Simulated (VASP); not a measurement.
# B2P3 in VASP: notebook

B2P3 is run at these levels: PBE; tasks: single point.

Everything below comes from runs of VASP 6.6.1. Logs are shortened: lines on timing, memory, paths and dates and some standing lists are left out, and cuts for length are marked.

### Step 1. The cell of the first run

The cell holds a disordered packing, 25 atoms: a = 7.015 Å, b = 7.223 Å, c = 7.246 Å, α = 89.15°, β = 90.07°, γ = 88.87°.

### Step 2. Single point, PBE

Input file INCAR:

```
  ALGO = Normal
  EDIFF = 1E-6
  ENCUT = 420
  GGA = PE
  GGA_COMPAT = F
  ISIF = 2
  ISMEAR = -1
  ISYM = -1
  LASPH = T
  LCHARG = F
  LREAL = Auto
  LWAVE = F
  NBANDS = 70
  NELM = 120
  PREC = Accurate
  SIGMA = 0.05
```

Input file KPOINTS:

```
explicit points
1
Reciprocal
  0.25000000   0.25000000   0.25000000 1
```

Input file POSCAR:

```
B2P3
1.0
    7.0141520000      0.0701380000     -0.0048670000
    0.0701380000      7.2226980000      0.0539610000
   -0.0048670000      0.0539610000      7.2453270000
P B
15 10
Direct
    0.3081563829      0.7188015674      0.7092693740
    0.5942801112      0.9788836417      0.8296632880
    0.6214435752      0.3152593106      0.2205370245
    0.1040029578      0.0300143238      0.8215941916
    0.5823439588      0.9520293145      0.3611003084
    0.8340256109      0.8979209853      0.1635071113
    0.8880920512      0.2503723791      0.8917721726
    0.5292019897      0.6579388509      0.4891534347
    0.1204921095      0.7215366080      0.4475252253
    0.0550621823      0.2235698717      0.4210519323
    0.3265028533      0.9080051419      0.1590930573
    0.1870678349      0.3404941042      0.1733724450
    0.8425472329      0.5849487655      0.5511599762
    0.3757178144      0.1896556929      0.7897946646
    0.1404920390      0.4704557412      0.7680997024
    0.7172857320      0.1127535666      0.0376948804
    0.6531119250      0.4680671981      0.7954822911
    0.8004278051      0.3154242769      0.4330220117
    0.4578733472      0.7634451854     -0.0349758950
    0.0651842113      0.9687149890      0.3198475958
    0.8394663046      0.6503886765      0.0450421436
    0.0225126204      0.4746037067      0.0073343106
    0.6227907562      0.5673372624     -0.0076167664
    0.2456169772      0.1405033850      0.0202256868
    0.7451991712      0.3239386481      0.6506401755
```

Potentials or basis: VASP PAW PBE potentials, release 64 (P, B).

Started as:

```sh
$ cat potpaw_PBE.64/P/POTCAR potpaw_PBE.64/B/POTCAR > POTCAR
$ mpirun -np 1 vasp_std > vasp.out
```

OUTCAR:

```text
EDIFF = 1E-6
   ENCUT = 420
   GGA = PE
   ISIF = 2
   ISMEAR = -1
   ISYM = -1
   LASPH = T
   LREAL = Auto
   NELM = 120
   PREC = Accurate

 ion  position               nearest neighbor table
   1  0.308  0.719  0.709-  19 2.16  15 2.20   8 2.27   9 2.31   4 2.77   2 2.92
   2  0.594  0.979  0.830-  16 2.01  19 2.08  14 2.16   7 2.91   1 2.92
   3  0.621  0.315  0.221-  18 1.99  16 2.09  23 2.44   5 2.82
   4  0.104  0.030  0.822-  24 1.94   7 2.24  14 2.26   1 2.77
   5  0.582  0.952  0.361-   6 2.31   8 2.34  11 2.34   3 2.82
   6  0.834  0.898  0.164-  16 1.95  21 1.99  20 2.05   5 2.31
   7  0.888  0.250  0.892-  16 1.89  25 2.07  22 2.08   4 2.24  17 2.35  15 2.56   2 2.91
   8  0.529  0.658  0.489-   1 2.27  13 2.29   5 2.34   9 2.91
   9  0.120  0.722  0.448-  20 2.03   1 2.31  13 2.32  11 2.88   8 2.91  15 2.93
  10  0.055  0.224  0.421-  18 1.90  20 1.99  12 2.19
  11  0.327  0.908  0.159-  19 1.98  24 2.02  20 2.21   5 2.34   9 2.88
  12  0.187  0.340  0.173-  24 1.87  22 1.91  10 2.19
  13  0.843  0.585  0.551-  25 2.13  18 2.16   8 2.29   9 2.32  17 2.37  15 2.72
  14  0.376  0.190  0.790-  24 1.94   2 2.16   4 2.26  15 2.59
  15  0.140  0.470  0.768-  22 1.92   1 2.20   7 2.56  14 2.59  13 2.72   9 2.93
  16  0.717  0.113  0.038-   7 1.89   6 1.95   2 2.01   3 2.09
  17  0.653  0.468  0.795-  25 1.62  23 1.62   7 2.35  13 2.37
  18  0.800  0.315  0.433-  25 1.63  10 1.90   3 1.99  13 2.16
  19  0.458  0.763  0.965-  23 1.82  11 1.98   2 2.08   1 2.16
  20  0.065  0.969  0.320-  10 1.99   9 2.03   6 2.05  11 2.21
  21  0.839  0.650  0.045-  23 1.69  22 1.81   6 1.99
  22  0.023  0.475  0.007-  21 1.81  12 1.91  15 1.92   7 2.08
  23  0.623  0.567  0.992-  17 1.62  21 1.69  19 1.82   3 2.44
  24  0.246  0.141  0.020-  12 1.87  14 1.94   4 1.94  11 2.02
  25  0.745  0.324  0.651-  17 1.62  18 1.63   7 2.07  13 2.13

IMPORTANT INFORMATION: All symmetrisations will be switched off!
NOSYMM: (Re-)initialisation of all symmetry stuff for point group C_1.

----------------------------------------------------------------------------------------

                                     Primitive cell

  volume of cell :     367.0000

  direct lattice vectors                    reciprocal lattice vectors
     7.014152000  0.070138000 -0.004867000     0.142582836 -0.001385383  0.000106097
     0.070138000  7.222698000  0.053961000    -0.001385383  0.138473583 -0.001032240
    -0.004867000  0.053961000  7.245327000     0.000106097 -0.001032240  0.138027755

  length of vectors
     7.014504352  7.223240099  7.245529574     0.142589606  0.138484360  0.138031655

  position of ions in fractional coordinates (direct lattice)
     0.308156383  0.718801567  0.709269374
     0.594280111  0.978883642  0.829663288
     0.621443575  0.315259311  0.220537024
     0.104002958  0.030014324  0.821594192
     0.582343959  0.952029315  0.361100308
     0.834025611  0.897920985  0.163507111
[... 17 lines left out ...]
     0.245616977  0.140503385  0.020225687
     0.745199171  0.323938648  0.650640176

  ion indices of the primitive-cell ions
   primitive index   ion index
                 1           1
                 2           2
                 3           3
                 4           4
                 5           5
                 6           6
[... 17 lines left out ...]
                24          24
                25          25

----------------------------------------------------------------------------------------

 KPOINTS: explicit points

Read explicit list of k-points.

 Found      1 k-points:

 Following reciprocal coordinates:
            Coordinates               Weight
  0.250000  0.250000  0.250000      1.000000
   k-points           NKPTS =      1   k-points in BZ     NKDIM =      1   number of bands    NBANDS=     70
   number of dos      NEDOS =    301   number of ions     NIONS =     25
   total plane-waves  NPLWV = 110592
   dimension x,y,z NGX =    48 NGY =   48 NGZ =   48
   dimension x,y,z NGXF=    96 NGYF=   96 NGZF=   96
   ions per type =              15  10
   NGX,Y,Z   is equivalent  to a cutoff of  11.38, 11.05, 11.01 a.u.
   NGXF,Y,Z  is equivalent  to a cutoff of  22.75, 22.09, 22.03 a.u.
 SYSTEM =  unknown system
   PREC   = accura    normal or accurate (medium, high low for compatibility)
   ISTART =      0    job   : 0-new  1-cont  2-samecut
   ICHARG =      2    charge: 1-file 2-atom 10-const
   ISPIN  =      1    spin polarized calculation?
   LNONCOLLINEAR =      F non collinear calculations
   LSORBIT =      F    spin-orbit coupling
   LASPH  =      T    aspherical Exc in radial PAW
   ENCUT  =  420.0 eV  30.87 Ry    5.56 a.u.  11.72 12.07 12.11*2*pi/ulx,y,z
   NELM   =    120;   NELMIN=  2; NELMDL= -5     # of ELM steps
   EDIFF  = 0.1E-05   stopping-criterion for ELM
   LREAL  =      T    real-space projection
   EDIFFG = 0.1E-04   stopping-criterion for IOM
   NSW    =      0    number of steps for IOM
   IBRION =     -1    ionic relax: 0-MD 1-quasi-New 2-CG
   NFREE  =      0    steps in history (QN), initial steepest desc. (CG)
   ISIF   =      2    stress and relaxation
   ISYM   =     -1    0-nonsym 1-usesym 2-fastsym
   POTIM  = 0.5000    time-step for ionic-motion
   TEBEG  =    0.0;   TEEND  =   0.0 temperature during run
   PSTRESS=    0.0 pullay stress
   NELECT =     105.0000    total number of electrons
   NUPDOWN=      -1.0000    fix difference up-down
   EMIN   =  10.00;   EMAX   =-10.00  energy-range for DOS
   EFERMI =   0.00;   METHOD = LEGACY
   ISMEAR =    -1;   SIGMA  =   0.05  broadening in eV -4-tet -1-fermi 0-gaus
   EFERMI_NEDOS =   21; number of points for ismear=-14 and -15
   IALGO  =     38    algorithm
   IMIX   =      4    mixing-type and parameters
     AMIX     =   0.40;   BMIX     =  1.00
     AMIX_MAG =   1.60;   BMIX_MAG =  1.00
  volume/ion in A,a.u.               =      14.68        99.07
  Fermi-wavevector in a.u.,A,eV,Ry     =   1.078738  2.038519 15.832764  1.163675
  Thomas-Fermi vector in A             =   2.214684
   LORBIT       =      0    0 simple, 1 ext, 2 COOP (PROOUT), +10 PAW based schemes
   GGA     = PE    functional components
   LHFCALC =     F    Hartree Fock is set to
   AEXX    =    0.0000 exact exchange contribution
   IVDW    =     0    specifies the selected vdW correction
   LEPSILON=     F    determine dielectric tensor
   LRPA    =     F    only Hartree local field effects (RPA)
 non-spin polarized calculation
  energy-cutoff  :      420.00
  volume of cell :      367.00
 maximum number of plane-waves:      7169
 NGX is ok and might be reduce to    48
   NGX = 23   NGY = 25   NGZ = 25

 number of electron     105.0000006 magnetization

 Free energy of the ion-electron system (eV)
  ---------------------------------------------------
  ext. energy  EPLUGINS =         0.00000000
  ---------------------------------------------------
  free energy    TOTEN  =      -138.63280016 eV

  energy without entropy =     -138.55473871  energy(sigma->0) =     -138.59376944

 E-fermi :   5.8824     XC(G=0): -10.1221

 val. band max:        5.8792010570   @ k =   0.2500   0.2500   0.2500
 cond. band min:       6.2739366959   @ k =   0.2500   0.2500   0.2500
 fundamental gap:      0.3947356389
 Fermi energy:         5.8824419660

 k-point     1 :       0.2500    0.2500    0.2500
  band No.  band energies     occupation
      1      -9.2504      2.00000
      2      -8.3382      2.00000
      3      -8.1165      2.00000
      4      -7.4727      2.00000
      5      -7.1172      2.00000
      6      -6.7053      2.00000
[... 56 lines left out ...]
     63       8.4340      0.00000
     64       8.7697      0.00000
 [bands above 64 left out]

------------------------ aborting loop because EDIFF is reached ----------------------------------------

  FORCE on cell =-STRESS in cart. coord.  units (eV):
  Direction    XX          YY          ZZ          XY          YZ          ZX
  --------------------------------------------------------------------------------------
  -------------------------------------------------------------------------------------
  Total       -2.3317475     -6.0034954     -4.1862448      0.5642742     -4.8474058     -1.7307622
  in kB      -10.1794910    -26.2088963    -18.2754960      2.4633987    -21.1618645     -7.5558259
  external PRESSURE =     -18.2212945 kB  Pullay stress =       0.0000000 kB

 VOLUME and BASIS-vectors are now :
 -----------------------------------------------------------------------------
  energy-cutoff  :      420.00
  volume of cell :      367.00
      direct lattice vectors                 reciprocal lattice vectors
     7.014152000  0.070138000 -0.004867000     0.142582836 -0.001385383  0.000106097
     0.070138000  7.222698000  0.053961000    -0.001385383  0.138473583 -0.001032240
    -0.004867000  0.053961000  7.245327000     0.000106097 -0.001032240  0.138027755

 POSITION                                       TOTAL-FORCE (eV/Angst)
 -----------------------------------------------------------------------------------
      2.20842      5.25157      5.17618        -0.105488      0.324651      0.025512
      4.23299      7.15663      6.06111         0.721030     -1.212490      1.421897
      4.37994      2.33251      1.61185        -0.175831      0.558506     -1.690705
      0.72760      0.26841      5.95383        -0.411801      0.169526      0.072289
      4.14967      6.93655      2.66483        -0.544744     -0.828934     -0.291803
      5.91216      6.55273      1.22906         0.724064     -0.003628      0.551121
[... 17 lines left out ...]
      1.73255      1.03313      0.15293         0.839530     -1.229384      0.737673
      5.24649      2.42709      4.72795        -0.631998      0.621019      1.126604
 -----------------------------------------------------------------------------------
    total drift:                                0.007554      0.000618     -0.001475

  FREE ENERGIE OF THE ION-ELECTRON SYSTEM (eV)
  ---------------------------------------------------
  free  energy   TOTEN  =      -138.6328001582 eV

  energy  without entropy=     -138.5547387147  energy(sigma->0) =     -138.59376944
```

It took 71 s on 1 thread of Intel Xeon 8259CL, shared host; peak memory 0.32 GiB.

Results:

| Quantity | Value |
| --- | --- |
| Free energy | -138.6328 eV |
| Pressure | -1.8 GPa |
| Largest force | 2.020 eV/Å |
| Band gap on the k mesh | zero (an odd number of electrons rules out a gap without spin polarisation) |

Forces in eV/Å, atoms in the order of the input:
```
P   -0.105  0.325  0.026
P    0.721 -1.212  1.422
P   -0.176  0.559 -1.691
P   -0.412  0.170  0.072
P   -0.545 -0.829 -0.292
P    0.724 -0.004  0.551
P    0.287  0.718 -0.601
P    0.245  0.295 -0.415
P   -0.393  0.646 -0.027
P    0.956 -1.029 -0.652
P   -0.165  1.470 -0.386
P    0.212  0.256  0.187
P   -0.286 -1.094  0.723
P   -1.310  1.529 -0.165
P    0.702 -0.174 -1.009
B   -0.098 -0.042  0.342
B    0.496 -0.709 -0.371
B   -0.103  0.757 -0.264
B    0.620 -0.115 -0.303
B    0.027 -1.619 -0.067
B    0.482 -0.942  0.244
B   -1.291  0.910  0.088
B   -0.795  0.742  0.723
B    0.840 -1.229  0.738
B   -0.632  0.621  1.127
```

Caveat: the atoms stand as in a frame of molecular dynamics; an odd number of electrons without spin polarisation forces a metal; a magnetic or distorted state may lie lower.

### Step 3. Single point, PBE

Input file INCAR:

```
SYSTEM = B2P3
ALGO = Normal
EDIFF = 1E-6
ENCUT = 420
GGA = PE
GGA_COMPAT = .FALSE.
ISIF = 2
ISMEAR = -1
ISYM = -1
LASPH = .TRUE.
LCHARG = .FALSE.
LREAL = Auto
LWAVE = .FALSE.
NBANDS = 70
NELM = 120
PREC = Accurate
SIGMA = 0.05
```

KPOINTS is that of step 2.

Input file POSCAR:

```
B2P3
1.0
    7.0141520000      0.0701380000     -0.0048670000
    0.0701380000      7.2226980000      0.0539610000
   -0.0048670000      0.0539610000      7.2453270000
P B
15 10
Direct
    0.3247250633      0.7150225424      0.7035552854
    0.6320638440      0.9769776920      0.8490110331
    0.6123833104      0.3408027545      0.1768737853
    0.1156924024      0.0576514647      0.8072023725
    0.5679864166      0.9523190895      0.3712382201
    0.8392029245      0.8852034765      0.1901114934
    0.9042124033      0.2556485199      0.8921127717
    0.5162972671      0.6522203424      0.4647500875
    0.1122108119      0.7182045275      0.4717731989
    0.0492331191      0.2132806583      0.3958618817
    0.3310430474      0.9212408007      0.1522991456
    0.1741149149      0.3568777946      0.1568057501
    0.8150477156      0.5671523627      0.5577351759
    0.3804940539      0.2246505990      0.7973439285
    0.1697120348      0.4598995859      0.7500401772
    0.7528746789      0.1076780086      0.0420699891
    0.6581116121      0.4545487756      0.8103599910
    0.7913209322      0.3190898003      0.4227695940
    0.4685499774      0.7894684476     -0.0514693228
    0.0791699079      0.9587314862      0.3234594119
    0.8422230421      0.6326059963      0.0481106025
    0.0199620607      0.4869501414     -0.0210320612
    0.6107289579      0.5730123634      0.0021949455
    0.2641985984      0.1488881698      0.0213367457
    0.7289138468      0.3120427454      0.6571955255
```

Potentials or basis: VASP PAW PBE potentials, release 64 (P, B).

Started as:

```sh
$ cat potpaw_PBE.64/P/POTCAR potpaw_PBE.64/B/POTCAR > POTCAR
$ mpirun -np 1 vasp_std > vasp.out
```

Run time: 75 s. Hardware: 1 thread of Intel Xeon 8259CL, shared host; peak memory 0.32 GiB.

The run converged. Its results:

```yaml
Free_energy: -139.2162 eV
Pressure: -1.7 GPa
Largest_force: 1.862 eV/Å
Band_gap_on_the_k_mesh: zero (an odd number of electrons rules out a gap without spin polarisation)
```

Forces on the atoms (eV/Å):
```
P    0.262  0.495  0.503
P   -0.136 -0.256 -0.730
P    0.725 -0.625  0.393
P    0.335 -0.624 -0.211
P    0.243 -0.818 -0.404
P    0.018  0.660 -0.804
P   -0.450  0.754 -0.393
P    0.021  0.351  0.018
P   -0.405  0.701 -0.619
P    0.094  0.644  0.193
P   -0.498  0.947 -0.196
P    0.760 -0.434  0.851
P   -0.082 -0.082  0.066
P    0.514 -0.317 -0.289
P    0.338  0.268 -0.507
B   -0.973  0.106  1.046
B   -0.011  0.467 -0.017
B   -0.304  0.460  0.721
B   -0.280 -1.401  0.595
B    0.033 -1.861  0.039
B   -0.521  0.730 -0.141
B   -0.296 -0.113  0.497
B    0.307  0.103 -0.615
B    0.050 -0.088  0.838
B    0.256 -0.065 -0.835
```

Stress tensor (GPa, compression positive):
```
-1.10  1.77 -0.41
 1.77 -2.55 -1.71
-0.41 -1.71 -1.45
```

Levels at points of the mesh, in eV from the Fermi level:
```csv
k point,band 51,band 52,band 53,band 54,band 55,band 56
"(0.25, 0.25, 0.25)",-0.94,-0.21,0.00,0.48,0.87,1.07
```

Caveat: the atoms stand as in a frame of molecular dynamics; an odd number of electrons without spin polarisation forces a metal; a magnetic or distorted state may lie lower.

The gap in the log of VASP goes by the Fermi energy; the results here count the filled bands.